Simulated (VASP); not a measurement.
## GaN: phonons with r2SCAN

Crystal: GaN.

```
Ga N
1.0
     3.13464    0.00000    0.00000
    -1.56732    2.71468    0.00000
     0.00000    0.00000    5.10491
Ga N
2 2
Cartesian
  0.0000 1.8098 -0.0042
  1.5673 0.9049 2.5483
  0.0000 1.8098 1.9185
  1.5673 0.9049 4.4710
```

```yaml
Program: VASP 6.6.1
Task: phonons
Functional: r2SCAN
Potentials_or_basis: VASP PAW PBE potentials, release 64 (Ga_d, N)
Cutoff: 520 eV
k_mesh: 8 × 8 × 4
Occupations: gaussian, width 0.01 eV
Spin: no spin polarisation
Dipole_correction: no
Further_INCAR_settings: ALGO = Normal; EDIFF = 1e-08; IBRION = 6; POTIM = 0.015; NSW = 1
```

| Quantity | Value |
| --- | --- |
| Highest phonon frequency at Γ, LO-TO splitting left out | 743 cm⁻¹ |

Phonon frequencies in cm⁻¹ (negative: imaginary):
| q point | frequencies |
| --- | --- |
| (0.000, 0.000, 0.000) | -2 -1 -1 135 135 356 575 597 597 610 610 743 |

Wall time 26 min on 1 thread of AMD EPYC 9R45 96-Core Processor (Zen 5), with other jobs on the host, peak memory 0.3 GiB.

Caveat: the cell wasn't relaxed at this level first, which shifts response properties.
